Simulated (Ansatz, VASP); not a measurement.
# BN: VASP beside Ansatz

The input INCAR:

```
SYSTEM = BN
PREC     = Accurate       ! precision mode
ENCUT    = 520            ! plane-wave cutoff, eV
EDIFF    = 1E-6           ! SCF threshold, eV
ISMEAR   = 0              ! smearing method
SIGMA    = 0.05           ! smearing width, eV
LREAL    = .False.        ! projectors in reciprocal space
LASPH    = .True.         ! aspherical terms in the spheres
NELM     = 60             ! most SCF steps
ALGO     = Normal         ! electronic algorithm
ISIF     = 2              ! what is computed and relaxed
LWAVE    = .False.        ! write WAVECAR
LCHARG   = .False.        ! write CHGCAR
GGA      = PS             ! functional
NBANDS   = 16             ! bands
```

KPOINTS

```
Automatic mesh
0
Gamma
  12 12 6
  0 0 0
```

The input POSCAR:

```
BN
1.0
    2.5539396017      0.0000000000      0.0000000000
   -1.2769698009      2.2117765748      0.0000000000
    0.0000000000      0.0000000000      4.5650034000
B N
2 2
Direct
    0.6666666667      0.3333333333      0.9997240000
    0.3333333333      0.6666666667      0.4997240000
    0.6666666667      0.3333333333      0.6252760000
    0.3333333333      0.6666666667      0.1252760000
```

Input for Ansatz:

```yaml
crystal:
  lattice:
    - [2.5539396017, 0.0, 0.0]
    - [-1.2769698009, 2.2117765748, 0.0]
    - [0.0, 0.0, 4.5650034]
  atoms:
    - { symbol: B, position: [0.6666666667, 0.3333333333, 0.999724] }
    - { symbol: B, position: [0.3333333333, 0.6666666667, 0.499724] }
    - { symbol: "N", position: [0.6666666667, 0.3333333333, 0.625276] }
    - { symbol: "N", position: [0.3333333333, 0.6666666667, 0.125276] }
basis:
  ecutwfc: 420
kpoints:
  mp_grid: { grid: [12, 12, 6] }
hamiltonian:
  xc: pbesol
scf:
  occupations: { method: gaussian, width: 0.05 }
output:
  forces: true
  stress: true
  eigenvalues: true
  write_density: true
  write_potential: true
  elf: true
  volumetric_format: npy
```

Change from the starting cell: strain +0.000 along x and y, +0.080 along z, atoms carried along.

Alike in both runs: task single point; functional PBEsol; k mesh 12 × 12 × 6; occupations gaussian, width 0.05 eV; no spin polarisation.

|  | VASP | Ansatz |
| --- | --- | --- |
| version | VASP 6.6.1 | Ansatz 0.2.0 |
| potentials or method | VASP PAW PBE potentials, release 64 (B, N), cutoff 520 eV | scalar-relativistic, plane waves, PAW |
| valence electrons in the cell | 16 | 16 |

```csv
,VASP,Ansatz,Ansatz less VASP
gap on the k mesh at the Fermi level (eV),4.81,4.82,+0.014
least direct gap on the mesh (eV),5.57,5.57,-0.001
pressure (GPa),-27.5,-27.9,-0.35
"traceless stress, the component that is largest in VASP (GPa)",-38.56,-38.26,+0.292
rms of the force components (eV/Å),0.295,0.306,+0.0114
```

VASP's potentials were made for PBE, not for PBEsol. Atom by atom the forces differ by 0.011 eV/Å (rms over components). The functional is the same, so the differences come from potentials, cutoffs and numerics.
